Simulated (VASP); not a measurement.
Write the native input for VASP 6.6.1 that does the following.

| Item | Value |
| --- | --- |
| Task | single point |
| Functional | PBE |
| Potentials or basis | VASP PAW PBE potentials, release 64 (Co, O) |
| Cutoff | 520 eV |
| k mesh | 9 × 9 × 9 |
| Occupations | fermi-dirac, width 0.05 eV |
| Spin | collinear spin, ferromagnetic start |
| Starting moments | [0.5, 0.0] μB |
| Fixed moment | 0.5 μB |
| Dipole correction | no |
| Further INCAR settings | ALGO = Normal; EDIFF = 1e-07; NBANDS = 18 |

The structure of CoO lies in POSCAR:

```
CoO
1.0
    1.5054695445      0.8691832468      2.4399269062
   -1.5054695445      0.8691832468      2.4399269062
    0.0000000000     -1.7383664936      2.4399269062
Co O
1 1
Direct
    0.0000000000      0.0000000000      0.0000000000
    0.5000000000      0.5000000000      0.5000000000
```

The input as run:

INCAR

```
SYSTEM = CoO
ALGO = Normal
EDIFF = 1E-7
ENCUT = 520
GGA = PE
ISIF = 2
ISMEAR = -1
ISPIN = 2
LASPH = .True.
LCHARG = .True.
LELF = .True.
LMAXMIX = 4
LORBIT = 11
LREAL = .False.
LVHAR = .True.
LWAVE = .False.
MAGMOM = 0.5 0
NBANDS = 18
NELM = 150
NUPDOWN = 0.5
PREC = Accurate
SIGMA = 0.05
```

KPOINTS

```
k-points
0
Gamma
  9 9 9
  0 0 0
```

Potentials or basis: VASP PAW PBE potentials, release 64 (Co, O).

The run is started by

```bash
$ cat potpaw_PBE.64/Co/POTCAR potpaw_PBE.64/O/POTCAR > POTCAR
$ mpirun -np 1 vasp_std > vasp.out
```

It gave:

The pressure is -16.9 GPa and the net moment is 0.50 μB per cell. The site moments are Co +0.52; O -0.03 μB. The valence electrons inside the program's atomic spheres are Co 7.92; O 4.92.

Caveat: the total moment is fixed, so each spin has its own Fermi level; a cell with one magnetic atom can't hold antiferromagnetic order, which such compounds often take.

Wall time 45 s on 1 thread of Intel(R) Xeon(R) Platinum 8488C (Sapphire Rapids), with other jobs on the host, peak memory 0.18 GiB.
